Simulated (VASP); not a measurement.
# BaMn2 (Fd-3m) in VASP: single point with PBE

Aim: the single point of BaMn2 with PBE.

All numbers are computed with VASP 6.6.1; they aren't measurements. Logs are shortened: lines on timing, memory, paths and dates and some standing lists are left out, and cuts for length are marked.

**1. The cell of the first run**

It takes space group Fd-3m (No. 227, cubic). Conventional cell: a = 8.011 Å, b = 8.011 Å, c = 8.011 Å, α = 90.00°, β = 90.00°, γ = 90.00°. Ba (site symmetry -43m) has 12 Mn at 3.32 Å and 4 Ba at 3.47 Å within 4.4 Å. Mn (site symmetry -3m) has 6 Mn at 2.83 Å and 6 Ba at 3.32 Å within 3.7 Å.

**2. Single point, PBE, collinear spin, ferromagnetic start**

Contents of INCAR:

```
SYSTEM = BaMn2
ALGO = Normal
EDIFF = 1E-6
ENCUT = 680
GGA = PE
GGA_COMPAT = .FALSE.
ISIF = 2
ISMEAR = 0
ISPIN = 2
LASPH = .TRUE.
LCHARG = .FALSE.
LMAXMIX = 4
LORBIT = 11
LREAL = .FALSE.
LWAVE = .FALSE.
MAGMOM = 0 0 4 4 4 4
NBANDS = 53
NELM = 200
PREC = Accurate
SIGMA = 0.1
```

Contents of KPOINTS:

```
k-points
0
G
  4 4 4
  0 0 0
```

Contents of POSCAR:

```
BaMn2
1.0
    0.0000000000      4.0055368449      4.0055368449
    4.0055368449      0.0000000000      4.0055368449
    4.0055368449      4.0055368449      0.0000000000
Ba Mn
2 4
Direct
    0.0000000000      0.0000000000      0.0000000000
    0.2500000000      0.2500000000      0.2500000000
    0.6250000000      0.6250000000      0.6250000000
    0.1250000000      0.6250000000      0.6250000000
    0.6250000000      0.6250000000      0.1250000000
    0.6250000000      0.1250000000      0.6250000000
```

Potentials or basis: VASP PAW PBE potentials, release 64 (Ba_sv, Mn_sv).

Started as:

```
$ cat potpaw_PBE.64/Ba_sv/POTCAR potpaw_PBE.64/Mn_sv/POTCAR > POTCAR
$ mpirun -np 1 vasp_std > vasp.out
```

OUTCAR:

```text
SYSTEM = BaMn2
   EDIFF = 1E-6
   ENCUT = 680
   GGA = PE
   ISIF = 2
   ISMEAR = 0
   ISPIN = 2
   LASPH = .TRUE.
   LORBIT = 11
   LREAL = .FALSE.
   NELM = 200
   PREC = Accurate

 ion  position               nearest neighbor table
   1  0.000  0.000  0.000-   3 3.32   5 3.32   6 3.32   3 3.32   4 3.32   5 3.32   3 3.32   4 3.32
                             6 3.32   4 3.32   5 3.32   6 3.32   2 3.47   2 3.47   2 3.47   2 3.47
   2  0.250  0.250  0.250-   4 3.32   5 3.32   6 3.32   3 3.32   4 3.32   6 3.32   3 3.32   4 3.32
                             5 3.32   3 3.32   5 3.32   6 3.32   1 3.47   1 3.47   1 3.47   1 3.47
   3  0.625  0.625  0.625-   2 3.32   2 3.32   2 3.32   1 3.32   1 3.32   1 3.32
   4  0.125  0.625  0.625-   2 3.32   2 3.32   1 3.32   2 3.32   1 3.32   1 3.32
   5  0.625  0.625  0.125-   2 3.32   2 3.32   1 3.32   2 3.32   1 3.32   1 3.32
   6  0.625  0.125  0.625-   2 3.32   2 3.32   1 3.32   2 3.32   1 3.32   1 3.32

  LATTYP: Found a face centered cubic cell.
 ALAT       =     8.0110736898

  Lattice vectors:

 A1 = (   0.0000000000,   4.0055368449,   4.0055368449)
 A2 = (   4.0055368449,   0.0000000000,   4.0055368449)
 A3 = (   4.0055368449,   4.0055368449,   0.0000000000)

Analysis of symmetry for initial positions (statically):
=====================================================================
 Subroutine PRICEL returns:
 Original cell was already a primitive cell.

 Routine SETGRP: Setting up the symmetry group for a
 face centered cubic supercell.

 Subroutine GETGRP returns: Found 48 space group operations
 (whereof 24 operations were pure point group operations)
 out of a pool of 48 trial point group operations.

The static configuration has the point symmetry T_d .
 The point group associated with its full space group is O_h .

Analysis of symmetry for dynamics (positions and initial velocities):
=====================================================================
 Subroutine PRICEL returns:
 Original cell was already a primitive cell.

 Routine SETGRP: Setting up the symmetry group for a
 face centered cubic supercell.

 Subroutine GETGRP returns: Found 48 space group operations
 (whereof 24 operations were pure point group operations)
 out of a pool of 48 trial point group operations.

The dynamic configuration has the point symmetry T_d .
 The point group associated with its full space group is O_h .

Analysis of structural, dynamic, and magnetic symmetry:
=====================================================================
 Subroutine PRICEL returns:
 Original cell was already a primitive cell.

 Routine SETGRP: Setting up the symmetry group for a
 face centered cubic supercell.

 Subroutine GETGRP returns: Found 48 space group operations
 (whereof 24 operations were pure point group operations)
 out of a pool of 48 trial point group operations.

The overall configuration has the point symmetry T_d .
 The point group associated with its full space group is O_h .

 Subroutine INISYM returns: Found 48 space group operations
 (whereof 24 operations are pure point group operations),
 and found     1 'primitive' translations

----------------------------------------------------------------------------------------

                                     Primitive cell

  volume of cell :     128.5323

  direct lattice vectors                    reciprocal lattice vectors
     0.000000000  4.005536845  4.005536845    -0.124827213  0.124827213  0.124827213
     4.005536845  0.000000000  4.005536845     0.124827213 -0.124827213  0.124827213
     4.005536845  4.005536845  0.000000000     0.124827213  0.124827213 -0.124827213

  length of vectors
     5.664684531  5.664684531  5.664684531     0.216207075  0.216207075  0.216207075

  position of ions in fractional coordinates (direct lattice)
     0.000000000  0.000000000  0.000000000
     0.250000000  0.250000000  0.250000000
     0.625000000  0.625000000  0.625000000
     0.125000000  0.625000000  0.625000000
     0.625000000  0.625000000  0.125000000
     0.625000000  0.125000000  0.625000000

  ion indices of the primitive-cell ions
   primitive index   ion index
                 1           1
                 2           2
                 3           3
                 4           4
                 5           5
                 6           6

----------------------------------------------------------------------------------------

 KPOINTS: k-points

Automatic generation of k-mesh.
 Grid dimensions read from file:
 generate k-points for:    4    4    4

 Generating k-lattice:

  Cartesian coordinates                     Fractional coordinates (reciprocal lattice)
    -0.031206803  0.031206803  0.031206803     0.250000000  0.000000000  0.000000000
     0.031206803 -0.031206803  0.031206803     0.000000000  0.250000000  0.000000000
     0.031206803  0.031206803 -0.031206803     0.000000000  0.000000000  0.250000000

  Length of vectors
     0.054051769  0.054051769  0.054051769

  Shift w.r.t. Gamma in fractional coordinates (k-lattice)
     0.000000000  0.000000000  0.000000000

 Subroutine IBZKPT returns following result:
 ===========================================

 Found      8 irreducible k-points:

 Following reciprocal coordinates:
            Coordinates               Weight
  0.000000  0.000000  0.000000      1.000000
  0.250000  0.000000  0.000000      8.000000
  0.500000  0.000000  0.000000      4.000000
  0.250000  0.250000  0.000000      6.000000
  0.500000  0.250000  0.000000     24.000000
 -0.250000  0.250000  0.000000     12.000000
  0.500000  0.500000  0.000000      3.000000
 -0.250000  0.500000  0.250000      6.000000
   k-points           NKPTS =      8   k-points in BZ     NKDIM =      8   number of bands    NBANDS=     53
   number of dos      NEDOS =    301   number of ions     NIONS =      6
   total plane-waves  NPLWV = 110592
   dimension x,y,z NGX =    48 NGY =   48 NGZ =   48
   dimension x,y,z NGXF=    96 NGYF=   96 NGZF=   96
   ions per type =               2   4
   NGX,Y,Z   is equivalent  to a cutoff of  14.09, 14.09, 14.09 a.u.
   NGXF,Y,Z  is equivalent  to a cutoff of  28.17, 28.17, 28.17 a.u.
 SYSTEM =  BaMn2
   PREC   = accura    normal or accurate (medium, high low for compatibility)
   ISTART =      0    job   : 0-new  1-cont  2-samecut
   ICHARG =      2    charge: 1-file 2-atom 10-const
   ISPIN  =      2    spin polarized calculation?
   LNONCOLLINEAR =      F non collinear calculations
   LSORBIT =      F    spin-orbit coupling
   LASPH  =      T    aspherical Exc in radial PAW
   ENCUT  =  680.0 eV  49.98 Ry    7.07 a.u.  12.04 12.04 12.04*2*pi/ulx,y,z
   NELM   =    200;   NELMIN=  2; NELMDL= -5     # of ELM steps
   EDIFF  = 0.1E-05   stopping-criterion for ELM
   LREAL  =      F    real-space projection
   EDIFFG = 0.1E-04   stopping-criterion for IOM
   NSW    =      0    number of steps for IOM
   IBRION =     -1    ionic relax: 0-MD 1-quasi-New 2-CG
   NFREE  =      0    steps in history (QN), initial steepest desc. (CG)
   ISIF   =      2    stress and relaxation
   ISYM   =      2    0-nonsym 1-usesym 2-fastsym
   POTIM  = 0.5000    time-step for ionic-motion
   TEBEG  =    0.0;   TEEND  =   0.0 temperature during run
   PSTRESS=    0.0 pullay stress
   NELECT =      80.0000    total number of electrons
   NUPDOWN=      -1.0000    fix difference up-down
   EMIN   =  10.00;   EMAX   =-10.00  energy-range for DOS
   EFERMI =   0.00;   METHOD = LEGACY
   ISMEAR =     0;   SIGMA  =   0.10  broadening in eV -4-tet -1-fermi 0-gaus
   EFERMI_NEDOS =   21; number of points for ismear=-14 and -15
   IALGO  =     38    algorithm
   IMIX   =      4    mixing-type and parameters
     AMIX     =   0.40;   BMIX     =  1.00
     AMIX_MAG =   1.60;   BMIX_MAG =  1.00
  volume/ion in A,a.u.               =      21.42       144.56
  Fermi-wavevector in a.u.,A,eV,Ry     =   1.397765  2.641392 26.582334  1.953746
  Thomas-Fermi vector in A             =   2.520989
   LORBIT       =     11    0 simple, 1 ext, 2 COOP (PROOUT), +10 PAW based schemes
   GGA     = PE    functional components
   LHFCALC =     F    Hartree Fock is set to
   AEXX    =    0.0000 exact exchange contribution
   IVDW    =     0    specifies the selected vdW correction
   LEPSILON=     F    determine dielectric tensor
   LRPA    =     F    only Hartree local field effects (RPA)
 spin polarized calculation
 Gauss-broadening in eV      SIGMA  =   0.10
  energy-cutoff  :      680.00
  volume of cell :      128.53
 maximum number of plane-waves:      5218
   NGX = 25   NGY = 25   NGZ = 25

 number of electron      80.0000016 magnetization      13.3429771

 Free energy of the ion-electron system (eV)
  ---------------------------------------------------
  ext. energy  EPLUGINS =         0.00000000
  ---------------------------------------------------
  free energy    TOTEN  =       -35.19782557 eV

  energy without entropy =      -35.12726320  energy(sigma->0) =      -35.16254438

 E-fermi :   6.6269     XC(G=0): -10.8215

 val. band max:        6.6128298493   @ k =   0.2500   0.0000   0.0000
 cond. band min:       6.6334360871   @ k =   0.2500   0.2500   0.0000
 fundamental gap:      0.0206062378
 Fermi energy:         6.6268939827

 spin component 1

 k-point     1 :       0.0000    0.0000    0.0000
  band No.  band energies     occupation
      1     -73.9028      1.00000
      2     -73.8847      1.00000
      3     -73.8847      1.00000
      4     -73.8847      1.00000
      5     -42.7465      1.00000
      6     -42.7465      1.00000
[... 44 lines left out ...]
     51       7.3397      0.00000
     52       8.8161      0.00000

 k-point     2 :       0.2500    0.0000    0.0000
  band No.  band energies     occupation
      1     -73.9009      1.00000
      2     -73.8866      1.00000
      3     -73.8847      1.00000
      4     -73.8847      1.00000
      5     -42.7465      1.00000
      6     -42.7465      1.00000
[... 44 lines left out ...]
     51       7.6261      0.00000
     52       8.9761      0.00000
[... 273 lines left out ...]
     51       9.2245      0.00000
     52       9.2245      0.00000

 k-point     8 :      -0.2500    0.5000    0.2500
  band No.  band energies     occupation
      1     -73.8938      1.00000
      2     -73.8938      1.00000
      3     -73.8847      1.00000
      4     -73.8847      1.00000
      5     -42.7436      1.00000
      6     -42.7436      1.00000
[... 44 lines left out ...]
     51       9.5524      0.00000
     52       9.5550      0.00000
 Fermi energy:         6.6268939827

 spin component 2

 k-point     1 :       0.0000    0.0000    0.0000
  band No.  band energies     occupation
      1     -70.3517      1.00000
      2     -70.3312      1.00000
      3     -70.3312      1.00000
      4     -70.3312      1.00000
      5     -39.2300      1.00000
      6     -39.2144      1.00000
[... 44 lines left out ...]
     51       9.3908      0.00000
     52      10.2240      0.00000

 k-point     2 :       0.2500    0.0000    0.0000
  band No.  band energies     occupation
      1     -70.3496      1.00000
      2     -70.3334      1.00000
      3     -70.3312      1.00000
      4     -70.3312      1.00000
      5     -39.2205      1.00000
      6     -39.2102      1.00000
[... 44 lines left out ...]
     51       9.3993      0.00000
     52      10.0532      0.00000
[... 273 lines left out ...]
     51      10.2906      0.00000
     52      10.2953      0.00000

 k-point     8 :      -0.2500    0.5000    0.2500
  band No.  band energies     occupation
      1     -70.3415      1.00000
      2     -70.3415      1.00000
      3     -70.3312      1.00000
      4     -70.3312      1.00000
      5     -39.2021      1.00000
      6     -39.2021      1.00000
[... 44 lines left out ...]
     51      10.1018      0.00000
     52      10.1020      0.00000
 [bands above 52 left out]

------------------------ aborting loop because EDIFF is reached ----------------------------------------

  FORCE on cell =-STRESS in cart. coord.  units (eV):
  Direction    XX          YY          ZZ          XY          YZ          ZX
  --------------------------------------------------------------------------------------
  -------------------------------------------------------------------------------------
  Total        3.1003014      3.1003014      3.1003014     -0.0000000      0.0000000     -0.0000000
  in kB       38.6458006     38.6458006     38.6458006     -0.0000000      0.0000000     -0.0000000
  external PRESSURE =      38.6458006 kB  Pullay stress =       0.0000000 kB

 VOLUME and BASIS-vectors are now :
 -----------------------------------------------------------------------------
  energy-cutoff  :      680.00
  volume of cell :      128.53
      direct lattice vectors                 reciprocal lattice vectors
     0.000000000  4.005536845  4.005536845    -0.124827213  0.124827213  0.124827213
     4.005536845  0.000000000  4.005536845     0.124827213 -0.124827213  0.124827213
     4.005536845  4.005536845  0.000000000     0.124827213  0.124827213 -0.124827213

 POSITION                                       TOTAL-FORCE (eV/Angst)
 -----------------------------------------------------------------------------------
      0.00000      0.00000      0.00000         0.000000      0.000000     -0.000000
      2.00277      2.00277      2.00277        -0.000000     -0.000000      0.000000
      5.00692      5.00692      5.00692         0.000000     -0.000000     -0.000000
      5.00692      3.00415      3.00415         0.000000     -0.000000      0.000000
      3.00415      3.00415      5.00692         0.000000     -0.000000      0.000000
      3.00415      5.00692      3.00415         0.000000     -0.000000     -0.000000
 -----------------------------------------------------------------------------------
    total drift:                                0.000000      0.000000      0.000000

  FREE ENERGIE OF THE ION-ELECTRON SYSTEM (eV)
  ---------------------------------------------------
  free  energy   TOTEN  =       -35.1978255693 eV

  energy  without entropy=      -35.1272632005  energy(sigma->0) =      -35.16254438

 total charge

# of ion       s       p       d       tot
------------------------------------------
    1        2.075   5.487   0.647   8.209
    2        2.075   5.487   0.647   8.209
    3        2.213   6.003   4.684  12.901
    4        2.213   6.003   4.684  12.901
    5        2.213   6.003   4.684  12.901
    6        2.213   6.003   4.684  12.901
--------------------------------------------------
tot         13.001  34.988  20.031  68.021

 magnetization (x)

# of ion       s       p       d       tot
------------------------------------------
    1       -0.021   0.038  -0.167  -0.150
    2       -0.021   0.038  -0.167  -0.150
    3        0.013   0.008   3.134   3.155
    4        0.013   0.008   3.134   3.155
    5        0.013   0.008   3.134   3.155
    6        0.013   0.008   3.134   3.155
--------------------------------------------------
tot          0.011   0.107  12.202  12.321
```

It took 6.4 min on 1 thread of Intel Xeon Platinum 8259CL at 2.50GHz (Skylake/Cascade Lake), shared host; peak memory 0.47 GiB.

What came out:

| Property | Result |
| --- | --- |
| Free energy | -35.1978 eV |
| Pressure | 3.9 GPa |
| Net moment | 13.34 μB per cell |
| Site moments | Ba -0.15; Mn +3.15 μB |
| Valence electrons inside the program's atomic spheres | Ba 8.21; Mn 12.90 |

Levels at points of the mesh, in eV from the Fermi level:
Spin up:
| k point | band 42 | band 43 | band 44 | band 45 | band 46 | band 47 | band 48 | band 49 | band 50 | band 51 |
| --- | --- | --- | --- | --- | --- | --- | --- | --- | --- | --- |
| (0.00, 0.00, 0.00) | -1.32 | -0.60 | -0.60 | -0.42 | -0.42 | -0.42 | 0.17 | 0.71 | 0.71 | 0.71 |
| (0.50, 0.00, 0.00) | -1.43 | -1.43 | -1.19 | -1.19 | -0.42 | 0.72 | 0.94 | 0.94 | 0.98 | 0.98 |
| (0.50, 0.50, 0.00) | -1.66 | -1.29 | -1.29 | -1.21 | -1.21 | 0.57 | 0.57 | 1.27 | 1.27 | 2.60 |
Spin down:
```tsv
k point	band 29	band 30	band 31	band 32	band 33	band 34	band 35	band 36	band 37	band 38
(0.00, 0.00, 0.00)	-1.13	-0.54	-0.54	-0.06	-0.06	0.36	0.36	0.36	0.67	1.01
(0.50, 0.00, 0.00)	-0.96	-0.28	-0.28	-0.14	-0.03	0.08	0.08	0.16	0.19	0.19
(0.50, 0.50, 0.00)	-0.51	-0.51	-0.33	-0.33	-0.17	-0.17	-0.17	-0.17	0.35	0.35
```

Caveat: the cell stands under pressure; spin-orbit coupling is left out, which moves the levels of the heavy elements.
